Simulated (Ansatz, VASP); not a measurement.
## Sn: VASP beside Ansatz

Contents of INCAR:

```
SYSTEM = Sn
ALGO = Normal ; EDIFF = 1E-7
EDIFFG = -0.01 ; ENCUT = 500
GGA = PE ; GGA_COMPAT = .False.
IBRION = 2 ; ISIF = 3
ISMEAR = 0 ; LASPH = .True.
LCHARG = .False. ; LREAL = .False.
LWAVE = .False. ; NELM = 120
NELMIN = 4 ; NSW = 100
PREC = Accurate ; SIGMA = 0.1
```

File KPOINTS:

```
k-points
0
Gamma
  18 18 18
  0 0 0
```

The input POSCAR:

```
Sn
1.0
    3.0867642977      0.0000000000      0.0000000000
    0.0000000000      3.0867642977      0.0000000000
    0.0000000000      0.0000000000      3.0867642977
Sn
1
Direct
    0.5000000000      0.5000000000      0.5000000000
```

Input for Ansatz:

```yaml
crystal:
  lattice:
    - [3.0867642977, 0.0, 0.0]
    - [0.0, 3.0867642977, 0.0]
    - [0.0, 0.0, 3.0867642977]
  atoms:
    - { symbol: Sn, position: [0.5, 0.5, 0.5] }
basis:
  ecutwfc: 420
kpoints:
  mp_grid: { grid: [18, 18, 18] }
hamiltonian:
  xc: pbe
scf:
  occupations: { method: gaussian, width: 0.1 }
output:
  forces: true
  stress: true
  eigenvalues: true
relax:
  adjacent_minimum: "off"
  f_tol: 0.01
  max_steps: 80
  cell: { stress_tol: 0.05 }
```

Alike in both runs: task relaxation of cell and atoms; functional PBE; k mesh 18 × 18 × 18; occupations gaussian, width 0.1 eV; no spin polarisation.

|  | VASP | Ansatz |
| --- | --- | --- |
| version | VASP 6.6.1 | Ansatz 0.2.0 |
| potentials or method | VASP PAW PBE potentials, release 64 (Sn_d), cutoff 500 eV | scalar-relativistic, plane waves, PAW |
| valence electrons in the cell | 14 | 14 |

|  | VASP | Ansatz | Ansatz less VASP |
| --- | --- | --- | --- |
| gap on the k mesh at the Fermi level, each at its own relaxed structure (eV) | none | none | - |
| relaxed volume (Å³/atom) | 29.41 | 29.41 | 0.000 |
| relaxed cell length with the largest relative difference (Å) | 3.087 | 3.087 | 0.0000 |

A gap of «none» marks a metal or a gap that the smearing closes.

Noted on VASP's run: the relaxation stopped at its first step, so nothing moved.
